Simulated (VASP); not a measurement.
# Si (Fd-3m) in VASP: further runs

The runs below take Si through single point, relaxation of cell and atoms, with RPBE.

Program: VASP 6.6.1. These are calculated values, not measurements. Logs are shortened: lines on timing, memory, paths and dates and some standing lists are left out, and cuts for length are marked.

## (1) The cell of the first run

The structure is cubic, space group Fd-3m (No. 227). The conventional cell has a = 5.427 Å, b = 5.427 Å, c = 5.427 Å, α = 90.00°, β = 90.00°, γ = 90.00°. Within 3.1 Å of Si (site symmetry -43m) lie 4 Si at 2.35 Å.

## (2) Single point, RPBE

INCAR

```
SYSTEM = Si
  PREC = Accurate
  ENCUT = 500
  EDIFF = 1E-6
  ISMEAR = 0
  SIGMA = 0.1
  LREAL = .False.
  LASPH = .True.
  NELM = 120
  ALGO = Normal
  ISIF = 2
  LWAVE = .False.
  LCHARG = .False.
  GGA = RP
  NBANDS = 11
  GGA_COMPAT = .False.
```

KPOINTS

```
regular mesh
0
Gamma
  6 6 6
  0 0 0
```

POSCAR

```
Si
1.0
    0.0000000000      2.7135600000      2.7135600000
    2.7135600000      0.0000000000      2.7135600000
    2.7135600000      2.7135600000      0.0000000000
Si
2
Direct
    0.7500000000      0.7500000000      0.7500000000
    0.5000000000      0.5000000000      0.5000000000
```

Potentials or basis: VASP PAW PBE potentials, release 64 (Si).

Launch:

```bash
> cat potpaw_PBE.64/Si/POTCAR > POTCAR
> mpirun -np 1 vasp_std > vasp.out
```

OUTCAR:

```text
SYSTEM = Si
   PREC = Accurate
   ENCUT = 500
   EDIFF = 1E-6
   ISMEAR = 0
   LREAL = .False.
   LASPH = .True.
   NELM = 120
   ISIF = 2
   GGA = RP

 ion  position               nearest neighbor table
   1  0.750  0.750  0.750-   2 2.35   2 2.35   2 2.35   2 2.35
   2  0.500  0.500  0.500-   1 2.35   1 2.35   1 2.35   1 2.35

  LATTYP: Found a face centered cubic cell.
 ALAT       =     5.4271200000

  Lattice vectors:

 A1 = (   0.0000000000,   2.7135600000,   2.7135600000)
 A2 = (   2.7135600000,   0.0000000000,   2.7135600000)
 A3 = (   2.7135600000,   2.7135600000,   0.0000000000)

Analysis of symmetry for initial positions (statically):
=====================================================================
 Subroutine PRICEL returns:
 Original cell was already a primitive cell.

 Routine SETGRP: Setting up the symmetry group for a
 face centered cubic supercell.

 Subroutine GETGRP returns: Found 48 space group operations
 (whereof 24 operations were pure point group operations)
 out of a pool of 48 trial point group operations.

The static configuration has the point symmetry T_d .
 The point group associated with its full space group is O_h .

Analysis of symmetry for dynamics (positions and initial velocities):
=====================================================================
 Subroutine PRICEL returns:
 Original cell was already a primitive cell.

 Routine SETGRP: Setting up the symmetry group for a
 face centered cubic supercell.

 Subroutine GETGRP returns: Found 48 space group operations
 (whereof 24 operations were pure point group operations)
 out of a pool of 48 trial point group operations.

The dynamic configuration has the point symmetry T_d .
 The point group associated with its full space group is O_h .

 Subroutine INISYM returns: Found 48 space group operations
 (whereof 24 operations are pure point group operations),
 and found     1 'primitive' translations

----------------------------------------------------------------------------------------

                                     Primitive cell

  volume of cell :      39.9621

  direct lattice vectors                    reciprocal lattice vectors
     0.000000000  2.713560000  2.713560000    -0.184259792  0.184259792  0.184259792
     2.713560000  0.000000000  2.713560000     0.184259792 -0.184259792  0.184259792
     2.713560000  2.713560000  0.000000000     0.184259792  0.184259792 -0.184259792

  length of vectors
     3.837553354  3.837553354  3.837553354     0.319147321  0.319147321  0.319147321

  position of ions in fractional coordinates (direct lattice)
     0.750000000  0.750000000  0.750000000
     0.500000000  0.500000000  0.500000000
[... 78 lines left out ...]
   PSTRESS=    0.0 pullay stress
   NELECT =       8.0000    total number of electrons
   NUPDOWN=      -1.0000    fix difference up-down
   EMIN   =  10.00;   EMAX   =-10.00  energy-range for DOS
   EFERMI =   0.00;   METHOD = LEGACY
   ISMEAR =     0;   SIGMA  =   0.10  broadening in eV -4-tet -1-fermi 0-gaus
   EFERMI_NEDOS =   21; number of points for ismear=-14 and -15
   IALGO  =     38    algorithm
   IMIX   =      4    mixing-type and parameters
     AMIX     =   0.40;   BMIX     =  1.00
     AMIX_MAG =   1.60;   BMIX_MAG =  1.00
  volume/ion in A,a.u.               =      19.98       134.84
  Fermi-wavevector in a.u.,A,eV,Ry     =   0.957684  1.809760 12.478691  0.917158
  Thomas-Fermi vector in A             =   2.086724
   LORBIT       =      0    0 simple, 1 ext, 2 COOP (PROOUT), +10 PAW based schemes
   GGA     = RP    functional components
   LHFCALC =     F    Hartree Fock is set to
   AEXX    =    0.0000 exact exchange contribution
   IVDW    =     0    specifies the selected vdW correction
   LEPSILON=     F    determine dielectric tensor
   LRPA    =     F    only Hartree local field effects (RPA)
 non-spin polarized calculation
 Gauss-broadening in eV      SIGMA  =   0.10
  energy-cutoff  :      500.00
  volume of cell :       39.96
 maximum number of plane-waves:      1032
   NGX = 13   NGY = 13   NGZ = 13

 number of electron       8.0000001 magnetization

 Free energy of the ion-electron system (eV)
  ---------------------------------------------------
  ext. energy  EPLUGINS =         0.00000000
  ---------------------------------------------------
  free energy    TOTEN  =       -10.28563993 eV

  energy without entropy =      -10.28563993  energy(sigma->0) =      -10.28563993

 E-fermi :   6.2992     XC(G=0):  -9.3208

 val. band max:        5.9245644365   @ k =   0.0000   0.0000   0.0000
 cond. band min:       6.6855642284   @ k =   0.5000   0.5000   0.0000
 fundamental gap:      0.7609997919
 Fermi energy:         6.2992407661

 k-point     1 :       0.0000    0.0000    0.0000
  band No.  band energies     occupation
      1      -6.0251      2.00000
      2       5.9246      2.00000
      3       5.9246      2.00000
      4       5.9246      2.00000
      5       8.4923      0.00000
      6       8.4923      0.00000
      7       8.4923      0.00000
      8       9.4437      0.00000
      9      13.5866      0.00000
     10      13.5866      0.00000
     11      14.0998      0.00000
[... 197 lines left out ...]
 k-point    16 :      -0.3333    0.5000    0.1667
  band No.  band energies     occupation
      1      -1.7557      2.00000
      2      -1.7557      2.00000
      3       2.2911      2.00000
      4       2.2911      2.00000
      5       8.7132      0.00000
      6       8.7132      0.00000
      7      12.7228      0.00000
      8      12.7228      0.00000
      9      16.5220      0.00000
     10      16.5220      0.00000
     11      18.9205      0.00000

------------------------ aborting loop because EDIFF is reached ----------------------------------------

  FORCE on cell =-STRESS in cart. coord.  units (eV):
  Direction    XX          YY          ZZ          XY          YZ          ZX
  --------------------------------------------------------------------------------------
  -------------------------------------------------------------------------------------
  Total        0.9143591      0.9143591      0.9143591      0.0000000      0.0000000      0.0000000
  in kB       36.6588707     36.6588707     36.6588707      0.0000000      0.0000000      0.0000000
  external PRESSURE =      36.6588707 kB  Pullay stress =       0.0000000 kB

 VOLUME and BASIS-vectors are now :
 -----------------------------------------------------------------------------
  energy-cutoff  :      500.00
  volume of cell :       39.96
      direct lattice vectors                 reciprocal lattice vectors
     0.000000000  2.713560000  2.713560000    -0.184259792  0.184259792  0.184259792
     2.713560000  0.000000000  2.713560000     0.184259792 -0.184259792  0.184259792
     2.713560000  2.713560000  0.000000000     0.184259792  0.184259792 -0.184259792

 POSITION                                       TOTAL-FORCE (eV/Angst)
 -----------------------------------------------------------------------------------
      4.07034      4.07034      4.07034         0.000000      0.000000      0.000000
      2.71356      2.71356      2.71356        -0.000000     -0.000000     -0.000000
 -----------------------------------------------------------------------------------
    total drift:                                0.000000      0.000000     -0.000000

  FREE ENERGIE OF THE ION-ELECTRON SYSTEM (eV)
  ---------------------------------------------------
  free  energy   TOTEN  =       -10.2856399323 eV

  energy  without entropy=      -10.2856399310  energy(sigma->0) =      -10.28563993
```

Run time: 3.5 s. Hardware: 1 thread of Intel Xeon 6975P-C (Granite Rapids), shared host; peak memory 0.14 GiB.

What came out:

```
Free energy            : -10.2856 eV
Pressure               : 3.7 GPa
Band gap on the k mesh : 0.76 eV (least direct gap 2.57 eV)
```

Caveat: the cell stands under pressure; the PAW data sets were made with another functional, which shifts forces and pressure a little.

## (3) Single point, RPBE

This run uses another cell than the first one, of 20.82 Å³/atom.

INCAR

```
SYSTEM = Si
PREC = Accurate
ENCUT = 500
EDIFF = 1E-6
ISMEAR = 0
SIGMA = 0.02
LREAL = .False.
LASPH = .True.
NELM = 120
ALGO = Normal
ISIF = 2
LWAVE = .False.
LCHARG = .False.
GGA = RP
NBANDS = 11
GGA_COMPAT = .False.
```

KPOINTS

```
Automatic mesh
0
Gamma
  10 10 10
  0 0 0
```

POSCAR

```
Si
1.0
    0.0000000000      2.7509696384      2.7509696384
    2.7509696384      0.0000000000      2.7509696384
    2.7509696384      2.7509696384      0.0000000000
Si
2
Direct
    0.7500000000      0.7500000000      0.7500000000
    0.5000000000      0.5000000000      0.5000000000
```

Potentials or basis: VASP PAW PBE potentials, release 64 (Si).

Launch:

```bash
> cat potpaw_PBE.64/Si/POTCAR > POTCAR
> mpirun -np 1 vasp_std > vasp.out
```

Run time: 8 s. Hardware: 1 thread of Intel Xeon 6975P-C (Granite Rapids), shared host; peak memory 0.15 GiB.

The run converged. Its results:

```yaml
Free_energy: -10.3248 eV
Pressure: -0.2 GPa
Band_gap_on_the_k_mesh: 0.71 eV (least direct gap 2.55 eV)
```

Levels at points of the mesh, in eV from the valence-band top:
| k point | band 1 | band 2 | band 3 | band 4 | band 5 | band 6 | band 7 | band 8 |
| --- | --- | --- | --- | --- | --- | --- | --- | --- |
| (0.00, 0.00, 0.00) | -11.67 | 0.00 | 0.00 | 0.00 | 2.55 | 2.55 | 2.55 | 3.05 |
| (0.50, 0.00, 0.00) | -9.44 | -6.76 | -1.16 | -1.16 | 1.48 | 3.36 | 3.36 | 7.82 |
| (0.50, 0.50, 0.00) | -7.67 | -7.67 | -2.74 | -2.74 | 0.85 | 0.85 | 9.83 | 9.83 |

Caveat: the PAW data sets were made with another functional, which shifts forces and pressure a little.

## (4) Relaxation of cell and atoms, RPBE

INCAR

```
PREC     = Accurate       # precision mode
ENCUT    = 500            # plane-wave cutoff, eV
EDIFF    = 1E-7           # SCF threshold, eV
ISMEAR   = 0              # smearing method
SIGMA    = 0.02           # smearing width, eV
LREAL    = F              # projectors in reciprocal space
LASPH    = T              # aspherical terms in the spheres
NELM     = 120            # most SCF steps
ALGO     = Normal         # electronic algorithm
ISIF     = 3              # what is computed and relaxed
LWAVE    = F              # write WAVECAR
LCHARG   = F              # write CHGCAR
GGA      = RP             # functional
IBRION   = 2              # ionic algorithm
NSW      = 100            # ionic steps
EDIFFG   = -0.005         # ionic threshold
GGA_COMPAT= F            
NELMIN   = 4
```

KPOINTS

```
regular mesh
0
Gamma
  10 10 10
```

POSCAR

```
Si
1.0
    0.0000000000      2.7135600000      2.7135600000
    2.7135600000      0.0000000000      2.7135600000
    2.7135600000      2.7135600000      0.0000000000
Si
2
Direct
    0.7500000000      0.7500000000      0.7500000000
    0.5000000000      0.5000000000      0.5000000000
```

Potentials or basis: VASP PAW PBE potentials, release 64 (Si).

Launch:

```bash
> cat potpaw_PBE.64/Si/POTCAR > POTCAR
> mpirun -np 1 vasp_std > vasp.out
```

OUTCAR:

```text
PREC = Accurate
   ENCUT = 500
   EDIFF = 1E-7
   ISMEAR = 0
   LREAL = F
   LASPH = T
   NELM = 120
   ISIF = 3
   GGA = RP
   IBRION = 2
   NSW = 100
   EDIFFG = -0.005
   NELMIN = 4

 ion  position               nearest neighbor table
   1  0.750  0.750  0.750-   2 2.35   2 2.35   2 2.35   2 2.35
   2  0.500  0.500  0.500-   1 2.35   1 2.35   1 2.35   1 2.35

  LATTYP: Found a face centered cubic cell.
 ALAT       =     5.4271200000

  Lattice vectors:

 A1 = (   0.0000000000,   2.7135600000,   2.7135600000)
 A2 = (   2.7135600000,   0.0000000000,   2.7135600000)
 A3 = (   2.7135600000,   2.7135600000,   0.0000000000)

Analysis of symmetry for initial positions (statically):
[... 261 lines left out ...]
 cond. band min:       6.2366225770   @ k =   0.4000   0.4000   0.0000
 fundamental gap:      0.7033559644
 Fermi energy:         5.6445003181

 k-point     1 :       0.0000    0.0000    0.0000
  band No.  band energies     occupation
      1      -6.1531      2.00000
      2       5.5333      2.00000
      3       5.5333      2.00000
      4       5.5333      2.00000
      5       8.0885      0.00000
      6       8.0885      0.00000
      7       8.0885      0.00000
      8       8.6105      0.00000
[... 243 lines left out ...]
 k-point    24 :       0.4000    0.3000    0.0000
  band No.  band energies     occupation
      1      -4.0614      2.00000
      2       0.1799      2.00000
      3       2.7953      2.00000
      4       3.1889      2.00000
      5       6.6816      0.00000
      6       7.8646      0.00000
      7      12.3415      0.00000
      8      12.4803      0.00000

 [... further k-points ...]

------------------------ aborting loop because EDIFF is reached ----------------------------------------

  FORCE on cell =-STRESS in cart. coord.  units (eV):
  Direction    XX          YY          ZZ          XY          YZ          ZX
  --------------------------------------------------------------------------------------
  -------------------------------------------------------------------------------------
  Total        0.0015486      0.0015486      0.0015486      0.0000000      0.0000000     -0.0000000
  in kB        0.0597400      0.0597400      0.0597400      0.0000000      0.0000000     -0.0000000
  external PRESSURE =       0.0597400 kB  Pullay stress =       0.0000000 kB
[... 17 lines left out ...]
  FREE ENERGIE OF THE ION-ELECTRON SYSTEM (eV)
  ---------------------------------------------------
  free  energy   TOTEN  =       -10.3247214222 eV

  energy  without entropy=      -10.3247214222  energy(sigma->0) =      -10.32472142

 reached required accuracy - stopping structural energy minimisation
```

OSZICAR:

```text
N       E                     dE             d eps       ncg     rms          rms(c)
DAV:   1     0.900656868027E+01    0.90066E+01   -0.33761E+03   752   0.787E+02
DAV:   2    -0.102270646979E+02   -0.19234E+02   -0.18193E+02  1200   0.825E+01
DAV:   3    -0.104474444214E+02   -0.22038E+00   -0.22038E+00   904   0.117E+01
[... 25 lines left out ...]
DAV:   3    -0.103247045572E+02    0.11553E-02   -0.22970E-03   880   0.251E-01    0.921E-02
DAV:   4    -0.103247090090E+02   -0.44518E-05   -0.23867E-05  1032   0.448E-02    0.862E-02
DAV:   5    -0.103247200413E+02   -0.11032E-04   -0.19558E-05   840   0.317E-02    0.285E-02
DAV:   6    -0.103247205831E+02   -0.54174E-06   -0.22009E-07  1088   0.397E-03    0.177E-02
DAV:   7    -0.103247214644E+02   -0.88130E-06   -0.55128E-07   840   0.622E-03    0.952E-03
DAV:   8    -0.103247214222E+02    0.42160E-07   -0.50933E-08   840   0.161E-03
   3 F= -.10324721E+02 E0= -.10324721E+02  d E =-.169007E-01
```

Wall time 20 s (1 thread of Intel Xeon 6975P-C (Granite Rapids), shared host); peak memory 0.14 GiB.

What came out:

```
Free energy                           : -10.3247 eV
Relaxed volume                        : 20.77 Å³/atom
Relaxed cell                          : a = 3.887 Å, b = 3.887 Å, c = 3.887 Å, α = 60.00°, β = 60.00°, γ = 60.00°
Space group after relaxing (to 0.1 Å) : Fd-3m (No. 227)
Energy gained by relaxing             : 8.5 meV/atom
Ionic steps                           : 3
Pressure after relaxing               : 0.0 GPa
Band gap on the k mesh                : 0.70 eV (least direct gap 2.56 eV)
```

Step by step:
```csv
step,energy change (eV),largest force (eV/Å),pressure (GPa),volume (Å³)
1,0.0000,0.0000,3.58,39.96
2,-0.0099,0.0000,-2.05,42.60
3,-0.0169,0.0000,0.01,41.53
```

Final structure:
```
CELL_PARAMETERS angstrom
0.00000 2.74861 2.74861
2.74861 0.00000 2.74861
2.74861 2.74861 0.00000
ATOMIC_POSITIONS crystal
Si 0.75000 0.75000 0.75000
Si 0.50000 0.50000 0.50000
```

Levels at points of the mesh, in eV from the valence-band top:
| k point | band 2 | band 3 | band 4 | band 5 | band 6 | band 7 |
| --- | --- | --- | --- | --- | --- | --- |
| (0.00, 0.00, 0.00) | 0.00 | 0.00 | 0.00 | 2.56 | 2.56 | 2.56 |
| (0.50, 0.00, 0.00) | -6.77 | -1.16 | -1.16 | 1.49 | 3.36 | 3.36 |
| (0.50, 0.50, 0.00) | -7.68 | -2.75 | -2.75 | 0.84 | 0.84 | 9.85 |

Caveat: the PAW data sets were made with another functional, which shifts forces and pressure a little. Zero-point motion and thermal expansion aren't in these numbers.

## (5) Summary

```tsv
task	cell	k mesh	smearing	gap on the mesh (eV)	pressure (GPa)
single point	a = 3.838 Å, angles 60.0°, 2 atoms	6 × 6 × 6	gaussian 0.1 eV	0.76	3.7
single point	a = 3.890 Å, angles 60.0°, 2 atoms	10 × 10 × 10	gaussian 0.02 eV	0.71	-0.2
relaxation of cell and atoms	relaxed from a = 3.838 Å, angles 60.0°, 2 atoms	10 × 10 × 10	gaussian 0.02 eV	0.70	0.0
```

Alike in all rows: level RPBE; potentials or basis VASP PAW PBE potentials, release 64 (Si); no spin polarisation; cutoff (eV) 500.

Caveats: the PAW data sets were made with another functional, which shifts forces and pressure a little; the cell stands under pressure (at least some runs).

Absolute energies hang on the potentials; compare differences alone.
